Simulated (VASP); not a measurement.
# LiCr3 (Pm-3m) in VASP: further runs

The runs below take LiCr3 through single point, relaxation of cell and atoms, with PBE.

All numbers are computed with VASP 6.6.1; they aren't measurements. Logs are shortened: lines on timing, memory, paths and dates and some standing lists are left out, and cuts for length are marked.

## 1. The cell of the first run

The structure is cubic, space group Pm-3m (No. 221). The conventional cell has a = 3.577 Å, b = 3.577 Å, c = 3.577 Å, α = 90.00°, β = 90.00°, γ = 90.00°. Within 3.3 Å of Li (site symmetry m-3m) lie 12 Cr at 2.53 Å. Within 3.3 Å of Cr (site symmetry 4/mmm) lie 4 Li at 2.53 Å and 8 Cr at 2.53 Å.

## 2. Single point, PBE

INCAR

```
PREC     = Accurate       # precision mode
ENCUT    = 520            # plane-wave cutoff, eV
EDIFF    = 1E-7           # SCF threshold, eV
ISMEAR   = 0              # smearing method
SIGMA    = 0.1            # smearing width, eV
LREAL    = False          # projectors in reciprocal space
LASPH    = True           # aspherical terms in the spheres
NELM     = 60             # most SCF steps
ALGO     = Fast           # electronic algorithm
ISIF     = 2              # what is computed and relaxed
LWAVE    = False          # write WAVECAR
LCHARG   = False          # write CHGCAR
GGA      = PE             # functional
NBANDS   = 28             # bands
```

KPOINTS

```
Automatic mesh
0
Gamma
  14 14 14
```

POSCAR

```
LiCr3
1.0
    3.5767435929      0.0000000000      0.0000000000
    0.0000000000      3.5767435929      0.0000000000
    0.0000000000      0.0000000000      3.5767435929
Li Cr
1 3
Direct
    0.0000000000      0.0000000000      0.0000000000
    0.0000000000      0.5000000000      0.5000000000
    0.5000000000      0.0000000000      0.5000000000
    0.5000000000      0.5000000000      0.0000000000
```

Potentials or basis: VASP PAW PBE potentials, release 64 (Li_sv, Cr_pv).

On the command line:

```bash
$ cat potpaw_PBE.64/Li_sv/POTCAR potpaw_PBE.64/Cr_pv/POTCAR > POTCAR
$ mpirun -np 1 vasp_std > vasp.out
```

OUTCAR:

```text
PREC = Accurate
   ENCUT = 520
   EDIFF = 1E-7
   ISMEAR = 0
   LREAL = False
   LASPH = True
   NELM = 60
   ISIF = 2
   GGA = PE

 ion  position               nearest neighbor table
   1  0.000  0.000  0.000-   2 2.53   3 2.53   4 2.53   2 2.53   3 2.53   2 2.53   4 2.53   2 2.53
                             3 2.53   4 2.53   3 2.53   4 2.53
   2  0.000  0.500  0.500-   1 2.53   3 2.53   4 2.53   1 2.53   4 2.53   1 2.53   3 2.53   1 2.53
                             3 2.53   4 2.53   4 2.53   3 2.53
   3  0.500  0.000  0.500-   1 2.53   2 2.53   4 2.53   1 2.53   4 2.53   2 2.53   4 2.53   4 2.53
                             1 2.53   2 2.53   1 2.53   2 2.53
   4  0.500  0.500  0.000-   1 2.53   2 2.53   3 2.53   2 2.53   3 2.53   1 2.53   3 2.53   3 2.53
                             1 2.53   2 2.53   2 2.53   1 2.53

  LATTYP: Found a simple cubic cell.
 ALAT       =     3.5767435929

  Lattice vectors:

 A1 = (   3.5767435929,   0.0000000000,   0.0000000000)
 A2 = (   0.0000000000,   3.5767435929,   0.0000000000)
 A3 = (   0.0000000000,   0.0000000000,   3.5767435929)

Analysis of symmetry for initial positions (statically):
=====================================================================
 Subroutine PRICEL returns:
 Original cell was already a primitive cell.

 Routine SETGRP: Setting up the symmetry group for a
 simple cubic supercell.

 Subroutine GETGRP returns: Found 48 space group operations
 (whereof 48 operations were pure point group operations)
 out of a pool of 48 trial point group operations.

The static configuration has the point symmetry O_h .

Analysis of symmetry for dynamics (positions and initial velocities):
=====================================================================
 Subroutine PRICEL returns:
 Original cell was already a primitive cell.

 Routine SETGRP: Setting up the symmetry group for a
 simple cubic supercell.

 Subroutine GETGRP returns: Found 48 space group operations
 (whereof 48 operations were pure point group operations)
 out of a pool of 48 trial point group operations.

The dynamic configuration has the point symmetry O_h .

 Subroutine INISYM returns: Found 48 space group operations
 (whereof 48 operations are pure point group operations),
 and found     1 'primitive' translations

----------------------------------------------------------------------------------------

                                     Primitive cell

  volume of cell :      45.7576

  direct lattice vectors                    reciprocal lattice vectors
     3.576743593  0.000000000  0.000000000     0.279583922  0.000000000  0.000000000
     0.000000000  3.576743593  0.000000000     0.000000000  0.279583922  0.000000000
     0.000000000  0.000000000  3.576743593     0.000000000  0.000000000  0.279583922

  length of vectors
     3.576743593  3.576743593  3.576743593     0.279583922  0.279583922  0.279583922

  position of ions in fractional coordinates (direct lattice)
     0.000000000  0.000000000  0.000000000
     0.000000000  0.500000000  0.500000000
     0.500000000  0.000000000  0.500000000
     0.500000000  0.500000000  0.000000000

  ion indices of the primitive-cell ions
   primitive index   ion index
                 1           1
                 2           2
                 3           3
                 4           4

----------------------------------------------------------------------------------------

 KPOINTS: Automatic mesh

Automatic generation of k-mesh.
 Grid dimensions read from file:
 generate k-points for:   14   14   14

 Generating k-lattice:

  Cartesian coordinates                     Fractional coordinates (reciprocal lattice)
     0.019970280  0.000000000  0.000000000     0.071428571  0.000000000  0.000000000
     0.000000000  0.019970280  0.000000000     0.000000000  0.071428571  0.000000000
     0.000000000  0.000000000  0.019970280     0.000000000  0.000000000  0.071428571

  Length of vectors
     0.019970280  0.019970280  0.019970280

  Shift w.r.t. Gamma in fractional coordinates (k-lattice)
     0.000000000  0.000000000  0.000000000

 Subroutine IBZKPT returns following result:
 ===========================================

 Found    120 irreducible k-points:

 Following reciprocal coordinates:
            Coordinates               Weight
  0.000000  0.000000  0.000000      1.000000
  0.071429  0.000000  0.000000      6.000000
  0.142857  0.000000  0.000000      6.000000
  0.214286  0.000000  0.000000      6.000000
  0.285714  0.000000  0.000000      6.000000
  0.357143  0.000000  0.000000      6.000000
[... 16 lines left out ...]
  0.285714  0.214286  0.000000     24.000000
  0.357143  0.214286  0.000000     24.000000
 [... further k-points ...]
   k-points           NKPTS =    120   k-points in BZ     NKDIM =    120   number of bands    NBANDS=     28
   number of dos      NEDOS =    301   number of ions     NIONS =      4
   total plane-waves  NPLWV =  21952
   dimension x,y,z NGX =    28 NGY =   28 NGZ =   28
   dimension x,y,z NGXF=    56 NGYF=   56 NGZF=   56
   ions per type =               1   3
   NGX,Y,Z   is equivalent  to a cutoff of  13.01, 13.01, 13.01 a.u.
   NGXF,Y,Z  is equivalent  to a cutoff of  26.03, 26.03, 26.03 a.u.
 SYSTEM =  unknown system
   PREC   = accura    normal or accurate (medium, high low for compatibility)
   ISTART =      0    job   : 0-new  1-cont  2-samecut
   ICHARG =      2    charge: 1-file 2-atom 10-const
   ISPIN  =      1    spin polarized calculation?
   LNONCOLLINEAR =      F non collinear calculations
   LSORBIT =      F    spin-orbit coupling
   LASPH  =      T    aspherical Exc in radial PAW
   ENCUT  =  520.0 eV  38.22 Ry    6.18 a.u.   6.65  6.65  6.65*2*pi/ulx,y,z
   NELM   =     60;   NELMIN=  2; NELMDL= -5     # of ELM steps
   EDIFF  = 0.1E-06   stopping-criterion for ELM
   LREAL  =      F    real-space projection
   EDIFFG = 0.1E-05   stopping-criterion for IOM
   NSW    =      0    number of steps for IOM
   IBRION =     -1    ionic relax: 0-MD 1-quasi-New 2-CG
   NFREE  =      0    steps in history (QN), initial steepest desc. (CG)
   ISIF   =      2    stress and relaxation
   ISYM   =      2    0-nonsym 1-usesym 2-fastsym
   POTIM  = 0.5000    time-step for ionic-motion
   TEBEG  =    0.0;   TEEND  =   0.0 temperature during run
   PSTRESS=    0.0 pullay stress
   NELECT =      39.0000    total number of electrons
   NUPDOWN=      -1.0000    fix difference up-down
   EMIN   =  10.00;   EMAX   =-10.00  energy-range for DOS
   EFERMI =   0.00;   METHOD = LEGACY
   ISMEAR =     0;   SIGMA  =   0.10  broadening in eV -4-tet -1-fermi 0-gaus
   EFERMI_NEDOS =   21; number of points for ismear=-14 and -15
   IALGO  =     68    algorithm
   IMIX   =      4    mixing-type and parameters
     AMIX     =   0.40;   BMIX     =  1.00
     AMIX_MAG =   1.60;   BMIX_MAG =  1.00
  volume/ion in A,a.u.               =      11.44        77.20
  Fermi-wavevector in a.u.,A,eV,Ry     =   1.552179  2.933194 32.779981  2.409261
  Thomas-Fermi vector in A             =   2.656592
   LORBIT       =      0    0 simple, 1 ext, 2 COOP (PROOUT), +10 PAW based schemes
   GGA     = PE    functional components
   LHFCALC =     F    Hartree Fock is set to
   AEXX    =    0.0000 exact exchange contribution
   IVDW    =     0    specifies the selected vdW correction
   LEPSILON=     F    determine dielectric tensor
   LRPA    =     F    only Hartree local field effects (RPA)
 non-spin polarized calculation
 RMM-DIIS sequential band-by-band and
 Gauss-broadening in eV      SIGMA  =   0.10
  energy-cutoff  :      520.00
  volume of cell :       45.76
 maximum number of plane-waves:      1253
 NGX is ok and might be reduce to    28
   NGX = 13   NGY = 13   NGZ = 13

 number of electron      38.9999991 magnetization

 Free energy of the ion-electron system (eV)
  ---------------------------------------------------
  ext. energy  EPLUGINS =         0.00000000
  ---------------------------------------------------
  free energy    TOTEN  =       -28.31832453 eV

  energy without entropy =      -28.30244018  energy(sigma->0) =      -28.31038235

 E-fermi :   8.5844     XC(G=0): -12.5499

 val. band max:        8.5818787336   @ k =   0.3571   0.2857   0.0714
 cond. band min:       8.5907982320   @ k =   0.2143   0.0714   0.0714
 fundamental gap:      0.0089194985
 Fermi energy:         8.5844240391

 k-point     1 :       0.0000    0.0000    0.0000
  band No.  band energies     occupation
      1     -35.4221      2.00000
      2     -34.5319      2.00000
      3     -34.5319      2.00000
      4     -34.5319      2.00000
      5     -34.1377      2.00000
      6     -34.1377      2.00000
[... 20 lines left out ...]
     27      11.9457      0.00000
     28      11.9457      0.00000

 k-point     2 :       0.0714    0.0000    0.0000
  band No.  band energies     occupation
      1     -35.4231      2.00000
      2     -34.5274      2.00000
      3     -34.5274      2.00000
      4     -34.5242      2.00000
      5     -34.1391      2.00000
      6     -34.1391      2.00000
[... 20 lines left out ...]
     27      11.7655      0.00000
     28      12.3919      0.00000

 k-point     3 :       0.1429    0.0000    0.0000
  band No.  band energies     occupation
      1     -35.4261      2.00000
      2     -34.5143      2.00000
      3     -34.5143      2.00000
      4     -34.5016      2.00000
      5     -34.1436      2.00000
      6     -34.1436      2.00000
[... 20 lines left out ...]
     27      11.4919      0.00000
     28      13.0786      0.00000

 k-point     4 :       0.2143    0.0000    0.0000
  band No.  band energies     occupation
      1     -35.4302      2.00000
      2     -34.4940      2.00000
      3     -34.4940      2.00000
      4     -34.4654      2.00000
      5     -34.1514      2.00000
      6     -34.1514      2.00000
[... 20 lines left out ...]
     27      11.4923      0.00000
     28      13.8479      0.00000

 k-point     5 :       0.2857    0.0000    0.0000
  band No.  band energies     occupation
      1     -35.4344      2.00000
      2     -34.4689      2.00000
      3     -34.4689      2.00000
      4     -34.4175      2.00000
      5     -34.1627      2.00000
      6     -34.1627      2.00000
[... 20 lines left out ...]
     27      11.4928      0.00000
     28      14.6825      0.00000

 k-point     6 :       0.3571    0.0000    0.0000
  band No.  band energies     occupation
      1     -35.4382      2.00000
      2     -34.4430      2.00000
      3     -34.4430      2.00000
      4     -34.3602      2.00000
      5     -34.1765      2.00000
      6     -34.1765      2.00000
[... 463 lines left out ...]
      5     -34.2093      2.00000
      6     -34.2001      2.00000
[... 20 lines left out ...]
     27      11.1652      0.00000
     28      16.0159      0.00000

 k-point    22 :       0.2143    0.2143    0.0000
  band No.  band energies     occupation
      1     -35.4353      2.00000
      2     -34.5090      2.00000
      3     -34.4544      2.00000
      4     -34.3757      2.00000
      5     -34.2278      2.00000
      6     -34.1594      2.00000
[... 20 lines left out ...]
     27      11.8983      0.00000
     28      12.8173      0.00000

 k-point    23 :       0.2857    0.2143    0.0000
  band No.  band energies     occupation
      1     -35.4381      2.00000
      2     -34.4986      2.00000
      3     -34.4278      2.00000
      4     -34.3355      2.00000
      5     -34.2611      2.00000
      6     -34.1670      2.00000
[... 20 lines left out ...]
     27      11.4843      0.00000
     28      13.1674      0.00000

 k-point    24 :       0.3571    0.2143    0.0000
  band No.  band energies     occupation
      1     -35.4405      2.00000
      2     -34.4804      2.00000
      3     -34.3997      2.00000
      4     -34.3161      2.00000
      5     -34.2751      2.00000
      6     -34.1776      2.00000
[... 20 lines left out ...]
     27      10.9532      0.00000
     28      13.7399      0.00000

 [... further k-points ...]

------------------------ aborting loop because EDIFF is reached ----------------------------------------

  FORCE on cell =-STRESS in cart. coord.  units (eV):
  Direction    XX          YY          ZZ          XY          YZ          ZX
  --------------------------------------------------------------------------------------
  -------------------------------------------------------------------------------------
  Total       -0.0658737     -0.0658737     -0.0658737      0.0000000      0.0000000     -0.0000000
  in kB       -2.3065311     -2.3065311     -2.3065311      0.0000000      0.0000000     -0.0000000
  external PRESSURE =      -2.3065311 kB  Pullay stress =       0.0000000 kB

 VOLUME and BASIS-vectors are now :
 -----------------------------------------------------------------------------
  energy-cutoff  :      520.00
  volume of cell :       45.76
      direct lattice vectors                 reciprocal lattice vectors
     3.576743593  0.000000000  0.000000000     0.279583922  0.000000000  0.000000000
     0.000000000  3.576743593  0.000000000     0.000000000  0.279583922  0.000000000
     0.000000000  0.000000000  3.576743593     0.000000000  0.000000000  0.279583922

 POSITION                                       TOTAL-FORCE (eV/Angst)
 -----------------------------------------------------------------------------------
      0.00000      0.00000      0.00000         0.000000      0.000000      0.000000
      0.00000      1.78837      1.78837         0.000000      0.000000      0.000000
      1.78837      0.00000      1.78837         0.000000      0.000000      0.000000
      1.78837      1.78837      0.00000         0.000000      0.000000      0.000000
 -----------------------------------------------------------------------------------
    total drift:                                0.000000      0.000000      0.000000

  FREE ENERGIE OF THE ION-ELECTRON SYSTEM (eV)
  ---------------------------------------------------
  free  energy   TOTEN  =       -28.3183245257 eV

  energy  without entropy=      -28.3024401821  energy(sigma->0) =      -28.31038235
```

Run time: 3.9 min. Hardware: 1 thread of Oxide Virtual Turin-like, shared host; peak memory 0.21 GiB.

What came out:

```yaml
Free_energy: -28.3183 eV
Band_gap_on_the_k_mesh: zero (an odd number of electrons rules out a gap without spin polarisation)
```

Caveat: the cutoff is under 1.25 times the usual one of these potentials, so pressure, stress and relaxed cells hold a basis-set (Pulay) error; the run has no spin polarisation, though such a crystal can be magnetic. Spin polarisation is off, so any magnetic state and its effect on volume and gap are missing.

## 3. Relaxation of cell and atoms, PBE

This run uses another cell than the first one, of 11.55 Å³/atom.

INCAR

```
SYSTEM = LiCr3
  ALGO = Fast
  EDIFF = 1E-6
  EDIFFG = -0.01
  ENCUT = 600
  GGA = PE
  IBRION = 2
  ISIF = 3
  ISMEAR = 0
  LASPH = .True.
  LCHARG = .False.
  LREAL = .False.
  LWAVE = .False.
  NELM = 100
  NSW = 100
  PREC = Accurate
  SIGMA = 0.1
```

KPOINTS

```
k-points
0
Gamma
  14 14 14
  0 0 0
```

POSCAR

```
LiCr3
1.0
    3.5886738979      0.0000000000      0.0000000000
    0.0000000000      3.5886738979      0.0000000000
    0.0000000000      0.0000000000      3.5886738979
Li Cr
1 3
Direct
    0.0000000000      0.0000000000      0.0000000000
    0.0000000000      0.5000000000      0.5000000000
    0.5000000000      0.0000000000      0.5000000000
    0.5000000000      0.5000000000      0.0000000000
```

Potentials or basis: VASP PAW PBE potentials, release 64 (Li_sv, Cr_pv).

On the command line:

```bash
$ cat potpaw_PBE.64/Li_sv/POTCAR potpaw_PBE.64/Cr_pv/POTCAR > POTCAR
$ mpirun -np 1 vasp_std > vasp.out
```

Run time: 10 min. Hardware: 1 thread of Oxide Virtual Turin-like, shared host; peak memory 0.23 GiB.

Results (log left out):

```
Free energy                           : -28.3197 eV
Relaxed volume                        : 11.42 Å³/atom
Relaxed cell                          : a = 3.575 Å, b = 3.575 Å, c = 3.575 Å, α = 90.00°, β = 90.00°, γ = 90.00°
Space group after relaxing (to 0.1 Å) : Pm-3m (No. 221)
Energy gained by relaxing             : 0.8 meV/atom
Ionic steps                           : 3
Pressure after relaxing               : -0.1 GPa
Band gap on the k mesh                : zero (an odd number of electrons rules out a gap without spin polarisation)
```

The path:
```
step  energy change (eV)  largest force (eV/Å)  pressure (GPa)  volume (Å³)
   1              0.0000                0.0000           -1.91        46.22
   2             -0.0017                0.0000            1.12        45.30
   3             -0.0033                0.0000           -0.10        45.69
```

Final structure:
```
CELL_PARAMETERS angstrom
3.57487 0.00000 0.00000
0.00000 3.57487 0.00000
0.00000 0.00000 3.57487
ATOMIC_POSITIONS crystal
Li 0.00000 0.00000 0.00000
Cr 0.00000 0.50000 0.50000
Cr 0.50000 0.00000 0.50000
Cr 0.50000 0.50000 0.00000
```

Levels at points of the mesh, in eV from the Fermi level:
| k point | band 18 | band 19 | band 20 | band 21 | band 22 | band 23 |
| --- | --- | --- | --- | --- | --- | --- |
| (0.00, 0.00, 0.00) | 0.79 | 0.79 | 0.79 | 1.86 | 1.86 | 3.37 |
| (0.50, 0.00, 0.00) | -0.55 | -0.55 | 0.20 | 0.20 | 0.56 | 0.93 |
| (0.50, 0.50, 0.00) | -1.31 | -0.38 | -0.38 | 0.52 | 0.52 | 0.53 |
| (0.50, 0.50, 0.50) | 0.54 | 0.54 | 0.54 | 0.70 | 0.70 | 0.99 |

Caveat: the cutoff is under 1.25 times the usual one of these potentials, so pressure, stress and relaxed cells hold a basis-set (Pulay) error; the run has no spin polarisation, though such a crystal can be magnetic. Spin polarisation is off, so any magnetic state and its effect on volume and gap are missing.
